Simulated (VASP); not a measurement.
# Zn: single point with LDA

Zn:

```
Zn
1.0
     2.71765    0.00000    0.00000
    -0.90588    2.56223    0.00000
    -0.90588   -1.28111    2.21895
Zn
1
Direct
  0.00000 0.00000 0.00000
```

```
Program             : VASP 6.6.1
Task                : single point
Functional          : LDA
Potentials or basis : VASP PAW LDA potentials, release 64 (Zn)
Cutoff              : 520 eV
k mesh              : 12 × 12 × 12
Occupations         : gaussian, width 0.02 eV
Spin                : no spin polarisation
```

```json
{
 "Pressure": "-7.9 GPa",
 "Band gap on the k mesh": "zero (band 6 reaches 6.98 eV, above the bottom of band 7 at 1.80 eV)"
}
```

Levels at points of the mesh, in eV from the Fermi level:
| k point | band 4 | band 5 | band 6 | band 7 | band 8 | band 9 |
| --- | --- | --- | --- | --- | --- | --- |
| (0.00, 0.00, 0.00) | -7.74 | -7.23 | -7.23 | 18.82 | 18.82 | 18.82 |
| (0.50, 0.00, 0.00) | -7.20 | -6.90 | -2.52 | -0.96 | 11.22 | 12.74 |
| (0.50, 0.50, 0.50) | -6.98 | -6.98 | 4.22 | 4.22 | 4.22 | 7.36 |

Run time: 8.8 s on 1 thread of AMD EPYC 7R13, with other jobs on the host, peak memory 0.09 GiB.
